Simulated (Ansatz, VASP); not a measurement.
# One calculation of Y2C, two programs

INCAR

```
SYSTEM = Y2C
ALGO = Normal ; EDIFF = 1E-7
ENCUT = 520 ; GGA = CA
ISIF = 2 ; ISMEAR = -1
LASPH = .True. ; LCHARG = .False.
LREAL = .False. ; LWAVE = .False.
NBANDS = 20 ; NELM = 60
PREC = Accurate ; SIGMA = 0.05
```

File KPOINTS:

```
k-points
0
Gamma
  10 10 10
  0 0 0
```

File POSCAR:

```
Y2C
1.0
    1.8124150000      1.0463982881      5.9880000000
   -1.8124150000      1.0463982881      5.9880000000
    0.0000000000     -2.0927965763      5.9880000000
Y C
2 1
Direct
    0.2579300000      0.2579300000      0.2579300000
    0.7420700000      0.7420700000      0.7420700000
    0.0000000000      0.0000000000      0.0000000000
```

Input for Ansatz:

```yaml
crystal:
  lattice:
    - [1.812415, 1.0463982881, 5.988]
    - [-1.812415, 1.0463982881, 5.988]
    - [0.0, -2.0927965763, 5.988]
  atoms:
    - { symbol: "Y", position: [0.25793, 0.25793, 0.25793] }
    - { symbol: "Y", position: [0.74207, 0.74207, 0.74207] }
    - { symbol: C, position: [0.0, 0.0, 0.0] }
kpoints:
  mp_grid: { grid: [10, 10, 10] }
scf:
  occupations: { method: fermi_dirac, width: 0.05 }
hamiltonian:
  xc: lda
  pseudopotentials: { kind: all_electron, lapw: { basis_error: 0.001 } }
output:
  forces: true
  stress: true
  eigenvalues: true
  populations: true
```

Alike in both runs: task single point; functional LDA; k mesh 10 × 10 × 10; occupations fermi-dirac, width 0.05 eV; no spin polarisation.

|  | VASP | Ansatz |
| --- | --- | --- |
| version | VASP 6.6.1 | Ansatz 0.2.0 |
| potentials or method | VASP PAW LDA potentials, release 64 (Y_sv, C), cutoff 520 eV | all-electron LAPW, scalar-relativistic |

Ansatz gave:

```
pressure (GPa)                                                : -5.1
traceless stress, the component that is largest in VASP (GPa) : 1.46
rms of the force components (eV/Å)                            : 0.332
```

Problem. Which values does VASP return?

Solution. Pressure (GPa): -5.1; traceless stress, the component that is largest in VASP (GPa): 1.48; rms of the force components (eV/Å): 0.328.

LDA's correlation is that of Perdew and Zunger in VASP and of Perdew and Wang (1992) in Ansatz. Atom by atom the forces differ by 0.004 eV/Å (rms over components). Ansatz ran all-electron here, and VASP with PAW potentials.
